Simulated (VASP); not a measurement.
# PbO2: single point with PBE

The system is PbO2.

```xyz
6
Lattice="4.9577 0.0000 0.0000 0.0000 4.9577 0.0000 0.0000 0.0000 3.3879" Properties=species:S:1:pos:R:3 pbc="T T T"
Pb    0.0000    0.0000    0.0000
Pb    2.4788    2.4788    1.6940
O     1.5230    1.5230    0.0000
O     0.9558    4.0019    1.6940
O     3.4347    3.4347    0.0000
O     4.0019    0.9558    1.6940
```

| Quantity | Value |
| --- | --- |
| Program | VASP 6.6.1 |
| Task | single point |
| Functional | PBE |
| Potentials or basis | VASP PAW PBE potentials, release 64 (Pb_d, O) |
| Cutoff | 520 eV |
| k mesh | 4 × 4 × 6 |
| Occupations | gaussian, width 0.1 eV |
| Spin | no spin polarisation |

```
Pressure               : 9.3 GPa
Largest force          : 0.076 eV/Å
Band gap on the k mesh : 0.18 eV (least direct gap 0.65 eV)
```

Forces in eV/Å, atoms in the order of the input:
```
Pb   0.000  0.000  0.000
Pb   0.000  0.000  0.000
O   -0.054 -0.054  0.000
O    0.054 -0.054  0.000
O    0.054  0.054  0.000
O   -0.054  0.054  0.000
```

Stress tensor (GPa, compression positive):
```
 8.52  0.00  0.00
 0.00  8.52  0.00
 0.00  0.00 10.80
```

Levels at points of the mesh, in eV from the valence-band top:
```
           k point  band 22  band 23  band 24  band 25  band 26  band 27  band 28  band 29  band 30  band 31
(0.00, 0.00, 0.00)    -0.51    -0.51    -0.47    -0.47    -0.47     0.18     4.54     6.08     6.08     9.87
(0.50, 0.00, 0.00)    -1.24    -0.52    -0.52    -0.28    -0.28     2.68     2.68     6.70     6.70    10.09
(0.50, 0.50, 0.00)    -1.50    -0.53    -0.53    -0.39    -0.39     3.10     3.10     6.99     6.99    10.41
(0.00, 0.00, 0.50)    -1.91    -1.04    -1.04    -0.70    -0.70     4.02     4.02     9.14     9.14     9.92
(0.50, 0.00, 0.50)    -0.98    -0.70    -0.70    -0.06    -0.06     4.34     4.34     7.59     7.59    10.21
(0.50, 0.50, 0.50)    -1.73    -0.58    -0.58    -0.44    -0.44     3.07     3.07     8.55     8.55    10.09
```

Wall time 52 s on 1 thread of AMD EPYC 9R45 96-Core Processor (Zen 5), on a shared host, peak memory 0.19 GiB.

Caveat: the cell stands under pressure; spin-orbit coupling is left out, which moves the levels of the heavy elements. A k mesh can miss the band edges.
